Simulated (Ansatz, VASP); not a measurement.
**SnSe2: VASP beside Ansatz**

Contents of INCAR:

```
  PREC = Accurate
  ENCUT = 520
  EDIFF = 1E-7
  ISMEAR = -1
  SIGMA = 0.05
  LREAL = False
  LASPH = True
  NELM = 80
  ALGO = Normal
  ISIF = 2
  LWAVE = False
  LCHARG = False
  GGA = RP
  NBANDS = 20
```

The input KPOINTS:

```
regular mesh
0
Gamma
  5 5 3
```

Contents of POSCAR:

```
SnSe2
1.0
    3.8110000000      0.0000000000      0.0000000000
   -1.9055000000      3.3004228138      0.0000000000
    0.0000000000      0.0000000000      6.1360000000
Sn Se
1 2
Direct
    0.0000000000      0.0000000000      0.0000000000
    0.6666666667      0.3333333333      0.7510000000
    0.3333333333      0.6666666667      0.2490000000
```

The input input.yaml:

```yaml
crystal:
  lattice:
    - [3.811, 0.0, 0.0]
    - [-1.9055, 3.3004228138, 0.0]
    - [0.0, 0.0, 6.136]
  atoms:
    - { symbol: Sn, position: [0.0, 0.0, 0.0] }
    - { symbol: Se, position: [0.6666666667, 0.3333333333, 0.751] }
    - { symbol: Se, position: [0.3333333333, 0.6666666667, 0.249] }
hamiltonian:
  xc: rpbe
  pseudopotentials: { kind: paw }
kpoints:
  mp_grid: { grid: [5, 5, 3] }
scf:
  occupations: { method: fermi_dirac, width: 0.05 }
  n_extra_bands: 7
output:
  forces: true
  stress: true
  eigenvalues: true
  dos: { projected: true, de: 0.05, nscf_kmesh: { grid: [8, 8, 5] } }
```

Alike in both runs: functional RPBE; k mesh 5 × 5 × 3; occupations fermi-dirac, width 0.05 eV; no spin polarisation.

|  | VASP | Ansatz |
| --- | --- | --- |
| version | VASP 6.6.1 | Ansatz 0.2.0 |
| potentials or method | VASP PAW PBE potentials, release 64 (Sn_d, Se) | Ansatz PAW |
| plane-wave cutoff (eV) | 520 | 420 |
| valence electrons in the cell | 26 | 46 |
| task | single point | projected density of states |

Ansatz gave:

```
gap on the k mesh at the Fermi level (eV)                     : 0.88
least direct gap on the mesh (eV)                             : 1.23
pressure (GPa)                                                : 7.5
traceless stress, the component that is largest in VASP (GPa) : 0.81
rms of the force components (eV/Å)                            : 0.373
```

**Question.** What did VASP give for the same quantities?

**Answer.** gap on the k mesh at the Fermi level (eV): 0.88; least direct gap on the mesh (eV): 1.22; pressure (GPa): 7.6; traceless stress, the component that is largest in VASP (GPa): 0.82; rms of the force components (eV/Å): 0.380.

VASP's potentials were made for PBE, not for RPBE. Atom by atom the forces differ by 0.007 eV/Å (rms over components). With one functional, cell and mesh, what is left measures potentials, basis and numerics. VASP's potentials hold 26 valence electrons a cell and Ansatz's 46, so a difference there can come from the potentials and not from the codes.

Noted on Ansatz's run: odd divisions of the mesh miss points on the zone boundary, where band edges often lie, so the gap on the mesh can be too wide.
